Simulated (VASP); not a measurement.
**ZnS: single point with PBEsol**

ZnS:

```
Zn S
1.0
     2.65657    2.65657    0.00000
    -2.65657    2.65657    0.00000
     0.00000    2.65657    2.65657
Zn S
1 1
Direct
  0.75000 0.25000 0.50000
  0.00000 0.00000 0.00000
```

- Program: VASP 6.6.1
- Task: single point
- Functional: PBEsol
- Potentials or basis: VASP PAW PBE potentials, release 64 (Zn, S)
- Cutoff: 500 eV
- k mesh: 8 × 8 × 8
- Occupations: gaussian, width 0.01 eV
- Spin: no spin polarisation

The pressure is 2.2 GPa and the band gap on the k mesh is 2.20 eV.

Levels at points of the mesh, in eV from the valence-band top:
```
           k point  band 6  band 7  band 8  band 9  band 10  band 11  band 12  band 13
(0.00, 0.00, 0.00)   -6.03    0.00    0.00    0.00     2.20     6.27     6.27     6.27
(0.50, 0.00, 0.00)   -5.83   -5.69   -0.95   -0.95     3.29     6.80     6.80     8.88
(0.50, 0.50, 0.00)   -5.80   -4.81   -2.44   -2.44     3.12     3.95    11.20    12.23
```

Wall time 34 s on 1 thread of Intel Xeon 8259CL (shared host), peak memory 0.16 GiB.

Caveat: the PAW data sets were made with another functional, which shifts forces and pressure a little.
